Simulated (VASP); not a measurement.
Wanted: the native input for a VASP 6.6.1 run.

* Task: single point
* Functional: PBE
* Potentials or basis: VASP PAW PBE potentials, release 64 (Mg)
* Cutoff: 520 eV
* k mesh: 7 × 7 × 7
* Occupations: gaussian, width 0.1 eV
* Spin: no spin polarisation
* Dipole correction: no
* Further INCAR settings: ALGO = Normal; EDIFF = 1e-06; NBANDS = 7

The structure of Mg lies in POSCAR:

```
Mg
1.0
    3.0213406134      0.0000000000      0.0000000000
    0.0000000000      3.0213406134      0.0000000000
    0.0000000000      0.0000000000      3.0213406134
Mg
1
Direct
    0.0000000000      0.0000000000      0.0000000000
```

These files were run (other wordings do the same):

INCAR

```
SYSTEM = Mg
PREC = Accurate ; ENCUT = 520
EDIFF = 1E-6 ; ISMEAR = 0
SIGMA = 0.1 ; LREAL = .False.
LASPH = .True. ; NELM = 60
ALGO = Normal ; ISIF = 2
LWAVE = .False. ; LCHARG = .False.
GGA = PE ; NBANDS = 7
```

KPOINTS

```
regular mesh
0
Gamma
  7 7 7
  0 0 0
```

Potentials or basis: VASP PAW PBE potentials, release 64 (Mg).

Launch:

```bash
$ cat potpaw_PBE.64/Mg/POTCAR > POTCAR
$ mpirun -np 1 vasp_std > vasp.out
```

It gave:

* Pressure: -0.1 GPa
* Band gap on the k mesh: zero (band 1 reaches 4.14 eV, above the bottom of band 2 at 0.79 eV)

It took 1.5 s on 1 thread of Intel(R) Xeon(R) 6975P-C (Granite Rapids), with other jobs on the host, peak memory 0.13 GiB.
